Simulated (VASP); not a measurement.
# C (P6_3/mmc) in VASP: a series of runs

Runs on C. Level: r2SCAN. Tasks: single point.

All numbers are computed with VASP 6.6.1; they aren't measurements. Logs are shortened: lines on timing, memory, paths and dates and some standing lists are left out, and cuts for length are marked.

## (1) The cell of the first run

Symmetry: P6_3/mmc, No. 194, hexagonal system. Conventional cell: a = 2.456 Å, b = 2.456 Å, c = 7.104 Å, α = 90.00°, β = 90.00°, γ = 120.00°. C (site symmetry -6m2) has 3 C at 1.42 Å within 1.9 Å. C (site symmetry -6m2) has 3 C at 1.42 Å within 1.9 Å.

## (2) Single point, r2SCAN

POSCAR reads:

```
C
1.0
    2.4558146969      0.0000000000      0.0000000000
   -1.2279073484      2.1267979145      0.0000000000
    0.0000000000      0.0000000000      7.1044393918
C
4
Direct
    0.0000000000      0.0000000000      0.2500000000
    0.0000000000      0.0000000000      0.7500000000
    0.3333333333      0.6666666667      0.2500000000
    0.6666666667      0.3333333333      0.7500000000
```

INCAR.step1 reads:

```
ALGO = Normal
EDIFF = 1E-4
ENCUT = 520
GGA = PE
ISMEAR = 0
LASPH = True
LCHARG = False
LREAL = False
LWAVE = True
NBANDS = 16
NELM = 100
PREC = Accurate
SIGMA = 0.05
```

INCAR.step2 reads:

```
ALGO = Normal
EDIFF = 1E-6
ENCUT = 520
ISIF = 2
ISMEAR = 0
ISTART = 1
LASPH = True
LCHARG = False
LMIXTAU = True
LREAL = False
LWAVE = False
METAGGA = R2SCAN
NBANDS = 16
NELM = 100
PREC = Accurate
SIGMA = 0.05
```

KPOINTS reads:

```
k-points
0
Gamma
  10 10 4
```

Potentials or basis: VASP PAW PBE potentials, release 64 (C).

Run with:

```bash
cat potpaw_PBE.64/C/POTCAR > POTCAR
cp INCAR.step1 INCAR
mpirun -np 1 vasp_std > vasp.out
cp INCAR.step2 INCAR
mpirun -np 1 vasp_std > vasp.out
```

OUTCAR:

```text
EDIFF = 1E-6
   ENCUT = 520
   ISIF = 2
   ISMEAR = 0
   ISTART = 1
   LASPH = True
   LREAL = False
   METAGGA = R2SCAN
   NELM = 100
   PREC = Accurate

 ion  position               nearest neighbor table
   1  0.000  0.000  0.250-   3 1.42   3 1.42   3 1.42
   2  0.000  0.000  0.750-   4 1.42   4 1.42   4 1.42
   3  0.333  0.667  0.250-   1 1.42   1 1.42   1 1.42
   4  0.667  0.333  0.750-   2 1.42   2 1.42   2 1.42

  LATTYP: Found a hexagonal cell.
 ALAT       =     2.4558146969
 C/A-ratio  =     2.8929053160

  Lattice vectors:

 A1 = (   2.4558146969,   0.0000000000,   0.0000000000)
 A2 = (  -1.2279073484,   2.1267979145,   0.0000000000)
 A3 = (   0.0000000000,   0.0000000000,   7.1044393918)

Analysis of symmetry for initial positions (statically):
=====================================================================
 Subroutine PRICEL returns:
 Original cell was already a primitive cell.

 Routine SETGRP: Setting up the symmetry group for a
 hexagonal supercell.

 Subroutine GETGRP returns: Found 24 space group operations
 (whereof 12 operations were pure point group operations)
 out of a pool of 24 trial point group operations.

The static configuration has the point symmetry D_3d.
 The point group associated with its full space group is D_6h.

Analysis of symmetry for dynamics (positions and initial velocities):
=====================================================================
 Subroutine PRICEL returns:
 Original cell was already a primitive cell.

 Routine SETGRP: Setting up the symmetry group for a
 hexagonal supercell.

 Subroutine GETGRP returns: Found 24 space group operations
 (whereof 12 operations were pure point group operations)
 out of a pool of 24 trial point group operations.

The dynamic configuration has the point symmetry D_3d.
 The point group associated with its full space group is D_6h.

 Subroutine INISYM returns: Found 24 space group operations
 (whereof 12 operations are pure point group operations),
 and found     1 'primitive' translations

----------------------------------------------------------------------------------------

                                     Primitive cell

  volume of cell :      37.1066

  direct lattice vectors                    reciprocal lattice vectors
     2.455814697  0.000000000  0.000000000     0.407196846  0.235095209  0.000000000
    -1.227907348  2.126797914  0.000000000     0.000000000  0.470190418  0.000000000
     0.000000000  0.000000000  7.104439392     0.000000000  0.000000000  0.140757060

  length of vectors
     2.455814697  2.455814697  7.104439392     0.470190418  0.470190418  0.140757060

  position of ions in fractional coordinates (direct lattice)
     0.000000000  0.000000000  0.250000000
     0.000000000  0.000000000  0.750000000
     0.333333333  0.666666667  0.250000000
     0.666666667  0.333333333  0.750000000

  ion indices of the primitive-cell ions
   primitive index   ion index
                 1           1
                 2           2
                 3           3
                 4           4

----------------------------------------------------------------------------------------

 KPOINTS: k-points

Automatic generation of k-mesh.
 Grid dimensions read from file:
 generate k-points for:   10   10    4

 Generating k-lattice:

  Cartesian coordinates                     Fractional coordinates (reciprocal lattice)
     0.040719685  0.023509521  0.000000000     0.100000000 -0.000000000  0.000000000
     0.000000000  0.047019042  0.000000000     0.000000000  0.100000000  0.000000000
     0.000000000  0.000000000  0.035189265     0.000000000  0.000000000  0.250000000

  Length of vectors
     0.047019042  0.047019042  0.035189265

  Shift w.r.t. Gamma in fractional coordinates (k-lattice)
     0.000000000  0.000000000  0.000000000

 Subroutine IBZKPT returns following result:
 ===========================================

 Found     42 irreducible k-points:

 Following reciprocal coordinates:
            Coordinates               Weight
  0.000000  0.000000  0.000000      1.000000
  0.100000  0.000000  0.000000      6.000000
  0.200000  0.000000  0.000000      6.000000
  0.300000  0.000000  0.000000      6.000000
  0.400000  0.000000  0.000000      6.000000
  0.500000  0.000000  0.000000      3.000000
[... 16 lines left out ...]
  0.300000  0.100000  0.250000     24.000000
  0.400000  0.100000  0.250000     24.000000
 [... further k-points ...]
   k-points           NKPTS =     42   k-points in BZ     NKDIM =     42   number of bands    NBANDS=     16
   number of dos      NEDOS =    301   number of ions     NIONS =      4
   total plane-waves  NPLWV =  17496
   dimension x,y,z NGX =    18 NGY =   18 NGZ =   54
   dimension x,y,z NGXF=    36 NGYF=   36 NGZF=  108
   ions per type =               4
   NGX,Y,Z   is equivalent  to a cutoff of  12.19, 12.19, 12.64 a.u.
   NGXF,Y,Z  is equivalent  to a cutoff of  24.37, 24.37, 25.27 a.u.
[... 66 lines left out ...]
  band No.  band energies     occupation
      1     -16.7354      2.00000
      2     -16.5480      2.00000
      3      -4.6286      2.00000
      4      -3.1340      2.00000
      5       0.9856      2.00000
      6       0.9856      2.00000
[... 8 lines left out ...]
     15      16.6551      0.00000
     16      16.8023      0.00000

 k-point     2 :       0.1000    0.0000    0.0000
  band No.  band energies     occupation
      1     -16.4829      2.00000
      2     -16.2982      2.00000
      3      -4.3234      2.00000
      4      -2.8424      2.00000
      5      -0.0138      2.00000
      6       0.0092      2.00000
[... 8 lines left out ...]
     15      15.7283      0.00000
     16      15.9232      0.00000

 k-point     3 :       0.2000    0.0000    0.0000
  band No.  band energies     occupation
      1     -15.7292      2.00000
      2     -15.5529      2.00000
      3      -3.4175      2.00000
      4      -2.3721      2.00000
      5      -2.3252      2.00000
      6      -1.9815      2.00000
[... 8 lines left out ...]
     15      16.6725      0.00000
     16      16.7022      0.00000

 k-point     4 :       0.3000    0.0000    0.0000
  band No.  band energies     occupation
      1     -14.4888      2.00000
      2     -14.3260      2.00000
      3      -5.1847      2.00000
      4      -5.1115      2.00000
      5      -1.9513      2.00000
      6      -1.6775      2.00000
[... 8 lines left out ...]
     15      20.2072      0.00000
     16      20.2354      0.00000

 k-point     5 :       0.4000    0.0000    0.0000
  band No.  band energies     occupation
      1     -12.8010      2.00000
      2     -12.6573      2.00000
      3      -7.9409      2.00000
      4      -7.8443      2.00000
      5      -2.3915      2.00000
      6      -2.3600      2.00000
[... 8 lines left out ...]
     15      18.5376      0.00000
     16      20.9121      0.00000

 k-point     6 :       0.5000    0.0000    0.0000
  band No.  band energies     occupation
      1     -11.1498      2.00000
      2     -11.0805      2.00000
      3      -9.9062      2.00000
      4      -9.8533      2.00000
      5      -2.6399      2.00000
      6      -2.6079      2.00000
[... 8 lines left out ...]
     15      18.7148      0.00000
     16      19.6841      0.00000
[... 267 lines left out ...]
 k-point    21 :       0.1000    0.1000    0.2500
  band No.  band energies     occupation
      1     -15.9543      2.00000
      2     -15.8278      2.00000
      3      -3.5318      2.00000
      4      -2.5122      2.00000
      5      -1.4671      2.00000
      6      -1.4517      2.00000
[... 8 lines left out ...]
     15      15.0563      0.00000
     16      15.0915      0.00000

 k-point    22 :       0.2000    0.1000    0.2500
  band No.  band energies     occupation
      1     -14.9587      2.00000
      2     -14.8399      2.00000
      3      -3.7974      2.00000
      4      -3.7613      2.00000
      5      -2.3496      2.00000
      6      -1.8723      2.00000
[... 8 lines left out ...]
     15      17.0366      0.00000
     16      17.1760      0.00000

 k-point    23 :       0.3000    0.1000    0.2500
  band No.  band energies     occupation
      1     -13.4939      2.00000
      2     -13.3863      2.00000
      3      -6.4878      2.00000
      4      -6.4303      2.00000
      5      -2.8546      2.00000
      6      -2.8261      2.00000
[... 8 lines left out ...]
     15      19.0644      0.00000
     16      19.8926      0.00000

 k-point    24 :       0.4000    0.1000    0.2500
  band No.  band energies     occupation
      1     -11.6518      2.00000
      2     -11.5636      2.00000
      3      -9.0161      2.00000
      4      -8.9469      2.00000
      5      -3.3641      2.00000
      6      -3.3333      2.00000
[... 8 lines left out ...]
     15      17.8291      0.00000
     16      19.0156      0.00000

 [... further k-points ...]

------------------------ aborting loop because EDIFF is reached ----------------------------------------

  FORCE on cell =-STRESS in cart. coord.  units (eV):
  Direction    XX          YY          ZZ          XY          YZ          ZX
  --------------------------------------------------------------------------------------
  -------------------------------------------------------------------------------------
  Total        0.2242447      0.2242447     -0.0350928      0.0000000     -0.0000000     -0.0000000
  in kB        9.6823588      9.6823588     -1.5152245      0.0000000     -0.0000000     -0.0000000
  external PRESSURE =       5.9498311 kB  Pullay stress =       0.0000000 kB

 VOLUME and BASIS-vectors are now :
 -----------------------------------------------------------------------------
  energy-cutoff  :      520.00
  volume of cell :       37.11
      direct lattice vectors                 reciprocal lattice vectors
     2.455814697  0.000000000  0.000000000     0.407196846  0.235095209  0.000000000
    -1.227907348  2.126797914  0.000000000     0.000000000  0.470190418  0.000000000
     0.000000000  0.000000000  7.104439392     0.000000000  0.000000000  0.140757060

 POSITION                                       TOTAL-FORCE (eV/Angst)
 -----------------------------------------------------------------------------------
      0.00000      0.00000      1.77611        -0.000000      0.000000     -0.000000
      0.00000      0.00000      5.32833         0.000000     -0.000000      0.000000
     -0.00000      1.41787      1.77611         0.000000      0.000000      0.000000
      1.22791      0.70893      5.32833        -0.000000     -0.000000     -0.000000
 -----------------------------------------------------------------------------------
    total drift:                                0.000000     -0.000000      0.000000

  FREE ENERGIE OF THE ION-ELECTRON SYSTEM (eV)
  ---------------------------------------------------
  free  energy   TOTEN  =       -39.7605556025 eV

  energy  without entropy=      -39.7605556025  energy(sigma->0) =      -39.76055560
```

Run time: 52 s. Hardware: 1 thread of Intel Xeon Platinum 8559C (Emerald Rapids), shared host; peak memory 0.14 GiB.

What came out:

- Free energy: -39.7606 eV
- Pressure: 0.6 GPa
- Band gap on the k mesh: 1.56 eV, direct

Caveat: the PAW data sets were made with another functional, which shifts forces and pressure a little.

## (3) Single point, r2SCAN

This run uses another cell than the first one, of 9.36 Å³/atom, 1.009 times its volume.

POSCAR reads:

```
C
1.0
    2.4561681244      0.0000000000      0.0000000000
   -1.2280840622      2.1271039917      0.0000000000
    0.0000000000      0.0000000000      7.1632177310
C
4
Direct
    0.0000000000      0.0000000000      0.2500000000
    0.0000000000      0.0000000000      0.7500000000
    0.3333333333      0.6666666667      0.2500000000
    0.6666666667      0.3333333333      0.7500000000
```

INCAR.step1 reads:

```
PREC = Accurate ; ENCUT = 520
ISMEAR = 0 ; SIGMA = 0.05
LREAL = F ; LASPH = T
NELM = 60 ; NBANDS = 16
GGA = PE ; ALGO = Normal
EDIFF = 1E-4 ; LWAVE = T
LCHARG = F
```

INCAR.step2 reads:

```
PREC = Accurate ; ENCUT = 520
EDIFF = 1E-7 ; ISMEAR = 0
SIGMA = 0.05 ; LREAL = F
LASPH = T ; NELM = 60
ALGO = Normal ; ISIF = 2
LWAVE = F ; LCHARG = F
METAGGA = R2SCAN ; LMIXTAU = T
NBANDS = 16 ; ISTART = 1
```

KPOINTS reads:

```
Automatic mesh
0
Gamma
  10 10 4
```

Potentials or basis: VASP PAW PBE potentials, release 64 (C).

Run with:

```bash
cat potpaw_PBE.64/C/POTCAR > POTCAR
cp INCAR.step1 INCAR
mpirun -np 1 vasp_std > vasp.out
cp INCAR.step2 INCAR
mpirun -np 1 vasp_std > vasp.out
```

Wall time 59 s (1 thread of Intel Xeon Platinum 8559C (Emerald Rapids), shared host); peak memory 0.15 GiB.

The run converged. Its results:

```
Free energy            : -39.7604 eV
Pressure               : 0.4 GPa
Band gap on the k mesh : 1.59 eV, direct
```

Stress tensor (GPa, compression positive):
```
 0.81  0.00  0.00
 0.00  0.81  0.00
 0.00  0.00 -0.30
```

Levels at points of the mesh, in eV from the valence-band top:
| k point | band 5 | band 6 | band 7 | band 8 | band 9 | band 10 | band 11 | band 12 |
| --- | --- | --- | --- | --- | --- | --- | --- | --- |
| (0.00, 0.00, 0.00) | -2.49 | -2.49 | -2.49 | -2.49 | 4.62 | 9.44 | 9.44 | 9.47 |
| (0.50, 0.00, 0.00) | -6.12 | -6.09 | -2.09 | -1.59 | 2.33 | 2.89 | 8.37 | 8.62 |
| (0.00, 0.00, 0.50) | -2.49 | -2.49 | -2.49 | -2.49 | 6.89 | 6.89 | 9.45 | 9.45 |
| (0.50, 0.00, 0.50) | -6.10 | -6.10 | -1.81 | -1.81 | 2.49 | 2.49 | 8.49 | 8.49 |

Caveat: the PAW data sets were made with another functional, which shifts forces and pressure a little.

## (4) Single point, r2SCAN

This run uses another cell than the first one, of 10.21 Å³/atom, 1.100 times its volume.

POSCAR reads:

```
C
1.0
    2.4579069625      0.0000000000      0.0000000000
   -1.2289534813      2.1286098697      0.0000000000
    0.0000000000      0.0000000000      7.8044107872
C
4
Direct
    0.0000000000      0.0000000000      0.2500000000
    0.0000000000      0.0000000000      0.7500000000
    0.3333333333      0.6666666667      0.2500000000
    0.6666666667      0.3333333333      0.7500000000
```

INCAR.step1 reads:

```
SYSTEM = C
  ALGO = Normal
  EDIFF = 1E-4
  ENCUT = 520
  GGA = PE
  ISMEAR = 0
  LASPH = .True.
  LCHARG = .False.
  LREAL = .False.
  LWAVE = .True.
  NBANDS = 16
  NELM = 80
  PREC = Accurate
  SIGMA = 0.05
```

INCAR.step2 reads:

```
SYSTEM = C
  ALGO = Normal
  EDIFF = 1E-6
  ENCUT = 520
  ISIF = 2
  ISMEAR = 0
  ISTART = 1
  LASPH = .True.
  LCHARG = .False.
  LMIXTAU = .True.
  LREAL = .False.
  LWAVE = .False.
  METAGGA = R2SCAN
  NBANDS = 16
  NELM = 80
  PREC = Accurate
  SIGMA = 0.05
```

KPOINTS reads:

```
k-points
0
Gamma
  10 10 4
  0 0 0
```

Run with:

```bash
cat potpaw_PBE.64/C/POTCAR > POTCAR
cp INCAR.step1 INCAR
mpirun -np 1 vasp_std > vasp.out
cp INCAR.step2 INCAR
mpirun -np 1 vasp_std > vasp.out
```

Run time: 53 s. Hardware: 1 thread of Intel Xeon Platinum 8559C (Emerald Rapids), shared host; peak memory 0.15 GiB.

The run converged. Its results:

| Property | Result |
| --- | --- |
| Free energy | -39.7468 eV |
| Pressure | -0.3 GPa |
| Band gap on the k mesh | 1.84 eV, direct |

Stress tensor (GPa, compression positive):
```
 0.05  0.00  0.00
 0.00  0.05  0.00
 0.00  0.00 -1.03
```

Levels at points of the mesh, in eV from the valence-band top:
| k point | band 5 | band 6 | band 7 | band 8 | band 9 | band 10 | band 11 | band 12 |
| --- | --- | --- | --- | --- | --- | --- | --- | --- |
| (0.00, 0.00, 0.00) | -2.35 | -2.35 | -2.35 | -2.35 | 4.28 | 8.71 | 9.57 | 9.57 |
| (0.50, 0.00, 0.00) | -5.96 | -5.95 | -1.81 | -1.52 | 2.52 | 2.89 | 8.56 | 8.68 |
| (0.00, 0.00, 0.50) | -2.35 | -2.35 | -2.35 | -2.35 | 6.02 | 6.02 | 9.58 | 9.58 |
| (0.50, 0.00, 0.50) | -5.96 | -5.96 | -1.66 | -1.66 | 2.66 | 2.66 | 8.62 | 8.62 |

Caveat: the PAW data sets were made with another functional, which shifts forces and pressure a little. r2SCAN opens gaps a little over a GGA but as a rule still falls short of measured ones.

## (5) Single point, r2SCAN

This run uses another cell than the first one, of 10.75 Å³/atom, 1.158 times its volume.

POSCAR reads:

```
C
1.0
    2.4580647949      0.0000000000      0.0000000000
   -1.2290323974      2.1287465565      0.0000000000
    0.0000000000      0.0000000000      8.2141142916
C
4
Direct
    0.0000000000      0.0000000000      0.2500000000
    0.0000000000      0.0000000000      0.7500000000
    0.3333333333      0.6666666667      0.2500000000
    0.6666666667      0.3333333333      0.7500000000
```

INCAR.step1 reads:

```
PREC = Accurate ; ENCUT = 520
ISMEAR = 0 ; SIGMA = 0.05
LREAL = F ; LASPH = T
NELM = 80 ; NBANDS = 16
GGA = PE ; ALGO = Normal
EDIFF = 1E-4 ; LWAVE = T
LCHARG = F
```

INCAR.step2 reads:

```
PREC = Accurate ; ENCUT = 520
EDIFF = 1E-7 ; ISMEAR = 0
SIGMA = 0.05 ; LREAL = F
LASPH = T ; NELM = 80
ALGO = Normal ; ISIF = 2
LWAVE = F ; LCHARG = F
METAGGA = R2SCAN ; LMIXTAU = T
NBANDS = 16 ; ISTART = 1
```

KPOINTS reads:

```
regular mesh
0
Gamma
  10 10 4
```

Run with:

```bash
cat potpaw_PBE.64/C/POTCAR > POTCAR
cp INCAR.step1 INCAR
mpirun -np 1 vasp_std > vasp.out
cp INCAR.step2 INCAR
mpirun -np 1 vasp_std > vasp.out
```

It took 65 s on 1 thread of Intel Xeon Platinum 8559C (Emerald Rapids), shared host; peak memory 0.15 GiB.

Results (log left out):

```yaml
Free_energy: -39.7347 eV
Pressure: -0.3 GPa
Band_gap_on_the_k_mesh: 1.94 eV, direct
```

Stress tensor (GPa, compression positive):
```
 0.00  0.00  0.00
 0.00  0.00  0.00
 0.00  0.00 -0.98
```

Levels at points of the mesh, in eV from the valence-band top:
```tsv
k point	band 4	band 5	band 6	band 7	band 8	band 9	band 10	band 11	band 12	band 13
(0.00, 0.00, 0.00)	-6.86	-2.29	-2.29	-2.29	-2.29	4.15	7.98	9.63	9.63	9.64
(0.50, 0.00, 0.00)	-13.14	-5.90	-5.89	-1.69	-1.49	2.61	2.90	8.64	8.72	11.94
(0.00, 0.00, 0.50)	-7.19	-2.29	-2.29	-2.29	-2.29	5.63	5.63	9.64	9.64	9.64
(0.50, 0.00, 0.50)	-13.14	-5.90	-5.90	-1.59	-1.59	2.73	2.73	8.68	8.68	12.91
```

Caveat: the PAW data sets were made with another functional, which shifts forces and pressure a little.

## (6) Summary

| cell | gap on the mesh (eV) | pressure (GPa) |
| --- | --- | --- |
| a = 2.456, b = 2.456, c = 7.104 Å, angles 90.0, 90.0, 120.0°, 4 atoms | 1.56 | 0.6 |
| a = 2.456, b = 2.456, c = 7.163 Å, angles 90.0, 90.0, 120.0°, 4 atoms | 1.59 | 0.4 |
| a = 2.458, b = 2.458, c = 7.804 Å, angles 90.0, 90.0, 120.0°, 4 atoms | 1.84 | -0.3 |
| a = 2.458, b = 2.458, c = 8.214 Å, angles 90.0, 90.0, 120.0°, 4 atoms | 1.94 | -0.3 |

Alike in all rows: task single point; level r2SCAN; potentials or basis VASP PAW PBE potentials, release 64 (C); no spin polarisation; k mesh 10 × 10 × 4; cutoff (eV) 520; smearing gaussian 0.05 eV.

Caveats: the PAW data sets were made with another functional, which shifts forces and pressure a little.

Total energies depend on the potentials used, so only differences within one code and one set of settings carry meaning.
